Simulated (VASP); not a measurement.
## Cu: single point with r2SCAN

The system is Cu.

```
CELL_PARAMETERS angstrom
-1.29851 1.29851 1.37608
1.29851 -1.29851 1.37608
1.29851 1.29851 -1.37608
ATOMIC_POSITIONS crystal
Cu 0.00000 0.00000 0.00000
```

This cell differs from its parent crystal: strain -0.1000 x Voigt [1, 1, 0, 0, 0, 0].

* Program: VASP 6.6.1
* Task: single point
* Functional: r2SCAN
* Potentials or basis: VASP PAW PBE potentials, release 64 (Cu)
* Cutoff: 520 eV
* k mesh: 24 × 24 × 24
* Occupations: gaussian, width 0.15 eV
* Spin: no spin polarisation
* Dipole correction: no
* Further INCAR settings: ALGO = Normal; EDIFF = 1e-06; NBANDS = 12

The pressure is 59.3 GPa and the band gap on the k mesh is zero (an odd number of electrons rules out a gap without spin polarisation).

Stress tensor (GPa, compression positive):
```
58.98  0.00  0.00
 0.00 58.98  0.00
 0.00  0.00 59.81
```

Levels at points of the mesh, in eV from the Fermi level:
```tsv
k point	band 4	band 5	band 6	band 7	band 8	band 9
(0.00, 0.00, 0.00)	-3.99	-2.95	-2.63	27.39	28.82	28.82
(0.50, 0.00, 0.00)	-2.55	-1.69	-1.54	5.81	20.79	22.56
(0.50, 0.50, 0.00)	-2.48	-1.63	-0.97	6.53	19.25	20.47
(0.50, 0.50, 0.50)	-1.88	-1.88	8.10	10.73	10.73	15.05
```

Run time: 9.6 min on 1 thread of Intel Xeon 8259CL, on a shared host, peak memory 0.23 GiB.

Caveat: the cell differs from its parent crystal (strain -0.1000 x Voigt [1, 1, 0, 0, 0, 0]); the cell stands under pressure; the PAW data sets were made with another functional, which shifts forces and pressure a little.
